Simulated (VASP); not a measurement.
# Al2Ga3P5 in VASP: a series of runs, part 2 of 2

VASP 6.6.1. Earlier steps stand in the parts before.

**3. Single point, PBE**

This run uses another cell than the first one, of the same volume but with other edges.

INCAR reads:

```
SYSTEM = Al2Ga3P5
  PREC = Accurate
  ENCUT = 520
  EDIFF = 1E-6
  ISMEAR = 0
  SIGMA = 0.1
  LREAL = .False.
  LASPH = .True.
  NELM = 100
  ALGO = Normal
  ISIF = 2
  LWAVE = .False.
  LCHARG = .False.
  GGA = PE
  NBANDS = 46
```

KPOINTS reads:

```
regular mesh
0
Gamma
  4 4 4
  0 0 0
```

POSCAR reads:

```
Al2Ga3P5
1.0
   -0.0004203848     -3.9126433639      0.0005907402
    3.9119417499      0.0004379173     -0.0026328409
   -1.9634122860      1.9546277628     13.6546160738
Al Ga P
2 3 5
Direct
    0.7000702093      0.7001479896      0.4000788615
    0.2999277332      0.3003180596      0.5999422048
    0.8998679351      0.9000549286      0.7999375768
    0.5002768166      0.5001452540      1.0000099207
    0.1000669862      0.1000444315      0.2000644600
    0.2499708166      0.7500578454      0.5000001089
    0.8496059084      0.3495096938      0.6993588087
    0.4497931450      0.9499148053      0.8999926033
    0.0501625959      0.5497439729      0.0999943012
    0.6502578537      0.1500630193      0.3006211539
```

Potentials or basis: VASP PAW PBE potentials, release 64 (Al, Ga_d, P).

Started as:

```console
> cat potpaw_PBE.64/Al/POTCAR potpaw_PBE.64/Ga_d/POTCAR potpaw_PBE.64/P/POTCAR > POTCAR
> mpirun -np 1 vasp_std > vasp.out
```

OUTCAR:

```text
SYSTEM = Al2Ga3P5
   PREC = Accurate
   ENCUT = 520
   EDIFF = 1E-6
   ISMEAR = 0
   LREAL = .False.
   LASPH = .True.
   NELM = 100
   ISIF = 2
   GGA = PE

 ion  position               nearest neighbor table
   1  0.700  0.700  0.400-  10 2.38  10 2.38   6 2.38   6 2.39
   2  0.300  0.300  0.600-   7 2.38   7 2.38   6 2.38   6 2.39
   3  0.900  0.900  0.800-   8 2.39   8 2.39   7 2.39   7 2.39
   4  0.500  0.500  0.000-   8 2.38   9 2.39   9 2.39   8 2.39
   5  0.100  0.100  0.200-   9 2.39   9 2.39  10 2.39  10 2.39
   6  0.250  0.750  0.500-   2 2.38   1 2.38   1 2.39   2 2.39
   7  0.850  0.350  0.699-   2 2.38   2 2.38   3 2.39   3 2.39
   8  0.450  0.950  0.900-   4 2.38   3 2.39   3 2.39   4 2.39
   9  0.050  0.550  0.100-   5 2.39   4 2.39   4 2.39   5 2.39
  10  0.650  0.150  0.301-   1 2.38   1 2.38   5 2.39   5 2.39

  LATTYP: Found a triclinic cell.
 ALAT       =    13.9282337386
 B/A-ratio  =     0.2809145441
 C/A-ratio  =     0.2808642312
 COS(alpha) =     0.0002194879
 COS(beta)  =     0.1392538177
 COS(gamma) =     0.1402341337

[... 206 lines left out ...]
      1     -10.0775      2.00000
      2     -10.0501      2.00000
      3     -10.0006      2.00000
      4      -9.9851      2.00000
      5      -9.9851      2.00000
      6      -9.9719      2.00000
[... 1165 lines left out ...]
     45       9.8820      0.00000
     46      10.0548      0.00000

 [... further k-points ...]

------------------------ aborting loop because EDIFF is reached ----------------------------------------

  FORCE on cell =-STRESS in cart. coord.  units (eV):
  Direction    XX          YY          ZZ          XY          YZ          ZX
  --------------------------------------------------------------------------------------
  -------------------------------------------------------------------------------------
  Total       -0.0016328     -0.0281298     -0.0110761     -0.0099736      0.0176542      0.0938347
  in kB       -0.0125179     -0.2156592     -0.0849155     -0.0764635      0.1353469      0.7193903
  external PRESSURE =      -0.1043642 kB  Pullay stress =       0.0000000 kB

 VOLUME and BASIS-vectors are now :
 -----------------------------------------------------------------------------
  energy-cutoff  :      520.00
  volume of cell :      208.98
      direct lattice vectors                 reciprocal lattice vectors
    -0.000420385 -3.912643364  0.000590740     0.000053238 -0.255576170  0.036592812
     3.911941750  0.000437917 -0.002632841     0.255652274 -0.000021917  0.036763659
    -1.963412286  1.954627763 13.654616074     0.000049292  0.000011053  0.073240813

 POSITION                                       TOTAL-FORCE (eV/Angst)
 -----------------------------------------------------------------------------------
      1.95312     -1.95681      5.46149        -0.003156      0.000272      0.001566
     -0.00323     -0.00072      8.19137        -0.002328     -0.000966     -0.003295
      1.94998     -1.95689     10.92100        -0.001493      0.002231      0.002460
      1.95631     -1.95717     -0.00089        -0.001027      0.003051     -0.001192
     -0.00148     -0.00043      2.73160        -0.001706      0.000658     -0.001768
      1.95237     -0.00040      6.82548        -0.000540      0.000276     -0.000178
     -0.00623     -1.95707      9.54906         0.002366      0.000667     -0.001400
      1.94877     -0.00031     12.28682        -0.000001     -0.004859      0.000956
      1.95422     -0.00058      1.36397         0.003069      0.000035     -0.000397
     -0.00348     -1.95656      4.10486         0.004816     -0.001365      0.003248
 -----------------------------------------------------------------------------------
    total drift:                               -0.000275     -0.000276     -0.000129

  FREE ENERGIE OF THE ION-ELECTRON SYSTEM (eV)
  ---------------------------------------------------
  free  energy   TOTEN  =       -47.9349837551 eV

  energy  without entropy=      -47.9349837551  energy(sigma->0) =      -47.93498376
```

OSZICAR:

```text
N       E                     dE             d eps       ncg     rms          rms(c)
DAV:   1     0.582507021354E+03    0.58251E+03   -0.30285E+04  3520   0.187E+03
DAV:   2     0.434145528009E+02   -0.53909E+03   -0.51476E+03  3694   0.525E+02
DAV:   3    -0.438036846177E+02   -0.87218E+02   -0.84675E+02  3872   0.152E+02
DAV:   4    -0.492971481166E+02   -0.54935E+01   -0.54569E+01  4462   0.389E+01
DAV:   5    -0.494543870764E+02   -0.15724E+00   -0.15702E+00  4600   0.630E+00    0.956E+00
DAV:   6    -0.480678825878E+02    0.13865E+01   -0.25792E+00  4718   0.139E+01    0.591E+00
DAV:   7    -0.479403614198E+02    0.12752E+00   -0.15523E+00  3968   0.439E+00    0.231E+00
DAV:   8    -0.479331965683E+02    0.71649E-02   -0.21026E-01  4302   0.410E+00    0.527E-01
DAV:   9    -0.479340649766E+02   -0.86841E-03   -0.23205E-02  4408   0.182E+00    0.139E-01
DAV:  10    -0.479345719646E+02   -0.50699E-03   -0.31161E-03  4402   0.527E-01    0.749E-02
DAV:  11    -0.479349440829E+02   -0.37212E-03   -0.64920E-04  4106   0.239E-01    0.287E-02
DAV:  12    -0.479349692775E+02   -0.25195E-04   -0.86448E-05  4206   0.129E-01    0.190E-02
DAV:  13    -0.479349831553E+02   -0.13878E-04   -0.31128E-05  4042   0.467E-02    0.902E-03
DAV:  14    -0.479349837551E+02   -0.59978E-06   -0.59786E-06  4182   0.299E-02
   1 F= -.47934984E+02 E0= -.47934984E+02  d E =-.222248E-12
```

stdout:

```text
POSCAR found type information on POSCAR AlGaP
 POSCAR found :  3 types and      10 ions
 scaLAPACK will be used
 LDA part: xc-table for (Slater+PW92), standard interpolation
 POSCAR, INCAR and KPOINTS ok, starting setup
 FFT: planning ... GRIDC
 FFT: planning ... GRID_SOFT
 FFT: planning ... GRID
 WAVECAR not read
 entering main loop
```

It took 7.5 min on 1 thread of Intel Xeon Platinum 8375C at 2.90GHz (Ice Lake), shared host; peak memory 0.45 GiB.

Results:

* Free energy: -47.9350 eV
* Pressure: 0.0 GPa
* Largest force: 0.006 eV/Å
* Band gap on the k mesh: 1.49 eV

Forces on the atoms (eV/Å):
```
Al  -0.003  0.000  0.002
Al  -0.002 -0.001 -0.003
Ga  -0.001  0.002  0.002
Ga  -0.001  0.003 -0.001
Ga  -0.002  0.001 -0.002
P   -0.001  0.000  0.000
P    0.002  0.001 -0.001
P    0.000 -0.005  0.001
P    0.003  0.000  0.000
P    0.005 -0.001  0.003
```

Levels at points of the mesh, in eV from the valence-band top:
```
           k point  band 32  band 33  band 34  band 35  band 36  band 37  band 38  band 39
(0.00, 0.00, 0.00)    -1.15    -0.04    -0.04     0.00     1.49     1.82     2.01     2.30
(0.50, 0.00, 0.00)    -1.04    -1.01    -1.00    -0.93     1.91     2.46     2.69     3.29
(0.00, 0.50, 0.00)    -1.04    -1.01    -1.00    -0.94     1.90     2.47     2.70     3.28
(0.50, 0.50, 0.00)    -2.68    -2.64    -2.38    -2.37     1.63     2.05     2.21     2.55
(0.00, 0.00, 0.50)    -0.56    -0.56    -0.32    -0.31     1.54     1.88     2.01     2.18
(0.50, 0.00, 0.50)    -1.04    -1.01    -1.00    -0.93     1.91     2.46     2.69     3.29
(0.00, 0.50, 0.50)    -1.04    -1.01    -1.00    -0.92     1.91     2.45     2.69     3.29
(0.50, 0.50, 0.50)    -2.68    -2.64    -2.38    -2.37     1.63     2.05     2.21     2.56
```
